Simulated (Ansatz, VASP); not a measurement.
**One calculation of NaBe4, two programs**

```
CELL_PARAMETERS angstrom
3.80200 0.00000 0.00000
0.00000 3.80200 0.00000
0.00000 0.00000 3.80200
ATOMIC_POSITIONS crystal
Na 0.50000 0.50000 0.50000
Be 0.50000 0.00000 0.00000
Be 0.00000 0.50000 0.00000
Be 0.00000 0.00000 0.50000
Be 0.00000 0.00000 0.00000
```

Alike in both runs: task single point; functional PBE; k mesh 4 × 4 × 4; occupations gaussian, width 0.1 eV; no spin polarisation.

|  | VASP | Ansatz |
| --- | --- | --- |
| version | VASP 6.6.1 | Ansatz 0.2.0 |
| potentials or method | VASP PAW PBE potentials, release 64 (Na_pv, Be), cutoff 520 eV | scalar-relativistic, plane waves, PAW |
| valence electrons in the cell | 15 | 17 |

|  | VASP | Ansatz | Ansatz less VASP |
| --- | --- | --- | --- |
| gap on the k mesh at the Fermi level (eV) | none | none | - |
| pressure (GPa) | 10.1 | 10.0 | -0.12 |

A gap of «none» marks a metal or a gap that the smearing closes. The functional is the same, so the differences come from potentials, cutoffs and numerics. VASP's potentials hold 15 valence electrons a cell and Ansatz's 17, so a difference there can come from the potentials and not from the codes.

The k mesh is coarse, so the values compare programs but aren't converged.
